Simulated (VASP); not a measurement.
Set up this calculation in VASP 6.6.1, as the native input.

* Task: single point
* Functional: PBE
* Potentials or basis: VASP PAW PBE potentials, release 64 (Au)
* Cutoff: 520 eV
* k mesh: 21 × 21 × 21
* Occupations: fermi-dirac, width 0.05 eV
* Spin: no spin polarisation
* Dipole correction: no
* Further INCAR settings: ALGO = Normal; EDIFF = 1e-06; NBANDS = 12

The structure of Au lies in POSCAR:

```
Au
1.0
    0.0000000000      2.0785962888      2.0785962888
    2.0785962888      0.0000000000      2.0785962888
    2.0785962888      2.0785962888      0.0000000000
Au
1
Direct
    0.0000000000      0.0000000000      0.0000000000
```

The input as run:

INCAR

```
SYSTEM = Au
ALGO     = Normal         ! electronic algorithm
EDIFF    = 1E-6           ! SCF threshold, eV
ENCUT    = 520            ! plane-wave cutoff, eV
GGA      = PE             ! functional
ISIF     = 2              ! what is computed and relaxed
ISMEAR   = -1             ! smearing method
LASPH    = .TRUE.         ! aspherical terms in the spheres
LCHARG   = .TRUE.         ! write CHGCAR
LELF     = .TRUE.         ! ELF
LREAL    = .FALSE.        ! projectors in reciprocal space
LVHAR    = .TRUE.       
LWAVE    = .FALSE.        ! write WAVECAR
NBANDS   = 12             ! bands
NELM     = 100            ! most SCF steps
PREC     = Accurate       ! precision mode
SIGMA    = 0.05           ! smearing width, eV
```

KPOINTS

```
k-points
0
G
  21 21 21
  0 0 0
```

Potentials or basis: VASP PAW PBE potentials, release 64 (Au).

Run with:

```sh
$ cat potpaw_PBE.64/Au/POTCAR > POTCAR
$ mpirun -np 1 vasp_std > vasp.out
```

It gave:

```yaml
Pressure: -0.2 GPa
```

It took 36 s on 1 thread of Intel Xeon 6975P-C (shared host), peak memory 0.19 GiB.
